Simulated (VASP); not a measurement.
Write the native input for VASP 6.6.1 that does the following.

- Task: single point
- Functional: LDA
- Potentials or basis: VASP PAW LDA potentials, release 64 (Cu, O)
- Cutoff: 520 eV
- k mesh: 6 × 6 × 6
- Occupations: methfessel-paxton, width 0.052 eV
- Spin: collinear spin, ferromagnetic start
- Starting moments: [0.46, 0.25] μB
- Dipole correction: no
- Further INCAR settings: ALGO = Normal; EDIFF = 1e-07; NBANDS = 20

The structure of CuO lies in POSCAR:

```
CuO
1.0
    0.0000000000      2.1165600000      2.1165600000
    2.1165600000      0.0000000000      2.1165600000
    2.1165600000      2.1165600000      0.0000000000
Cu O
1 1
Direct
    0.0000000000      0.0000000000      0.0000000000
    0.5000000000      0.5000000000      0.5000000000
```

One way to write it, as run:

INCAR

```
PREC = Accurate
ENCUT = 520
EDIFF = 1E-7
ISMEAR = 1
SIGMA = 0.052
LREAL = False
LASPH = True
NELM = 150
ALGO = Normal
ISIF = 2
LWAVE = False
LCHARG = False
ISPIN = 2
MAGMOM = 0.46 0.25
LORBIT = 11
LMAXMIX = 4
GGA = CA
NBANDS = 20
```

KPOINTS

```
Automatic mesh
0
Gamma
  6 6 6
```

Potentials or basis: VASP PAW LDA potentials, release 64 (Cu, O).

Run with:

```console
$ cat potpaw_LDA.64/Cu/POTCAR potpaw_LDA.64/O/POTCAR > POTCAR
$ mpirun -np 1 vasp_std > vasp.out
```

Results of the run:

```json
{
  "Pressure": "-14.0 GPa",
  "Net moment": "0.34 μB per cell",
  "Site moments": "Cu +0.22; O +0.11 μB",
  "Valence electrons inside the program's atomic spheres": "Cu 9.80; O 4.89"
}
```

Caveat: the k points lie up to 0.43 Å⁻¹ apart.

It took 9.7 s on 1 thread of Intel(R) Xeon(R) Platinum 8375C CPU @ 2.90GHz (Ice Lake), with other jobs on the host, peak memory 0.13 GiB.
